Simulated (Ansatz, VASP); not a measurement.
One calculation of TiCo3, two programs

```
Ti Co
1.0
     3.48978    0.00000    0.00000
     0.00000    3.48978    0.00000
     0.00000    0.00000    3.48978
Ti Co
1 3
Cartesian
  0.0000 0.0000 0.0000
  0.0000 1.7449 1.7449
  1.7449 0.0000 1.7449
  1.7449 1.7449 0.0000
```

Alike in both runs: functional LDA; k mesh 12 × 12 × 12; occupations gaussian, width 0.1 eV; collinear spin.

Ansatz relaxed the structure, and its values are those at the end. VASP's run is a single point on that final structure, the one shown.

|  | VASP | Ansatz |
| --- | --- | --- |
| version | VASP 6.6.1 | Ansatz 0.2.0 |
| potentials or method | VASP PAW LDA potentials, release 64 (Ti_sv, Co), cutoff 520 eV | scalar-relativistic, plane waves, PAW |
| valence electrons in the cell | 39 | 63 |

```tsv
	VASP	Ansatz	Ansatz less VASP
gap on the k mesh at the Fermi level (eV)	none	none	-
pressure (GPa)	-0.4	0.0	+0.44
net moment per atom (μB)	0.00	0.00	-0.001
```

LDA's correlation is that of Perdew and Zunger in VASP and of Perdew and Wang (1992) in Ansatz. A gap of «none» marks a metal or a gap that the smearing closes. VASP's potentials hold 39 valence electrons a cell and Ansatz's 63, so a difference there can come from the potentials and not from the codes. Ansatz's warnings: seeded moment not kept.
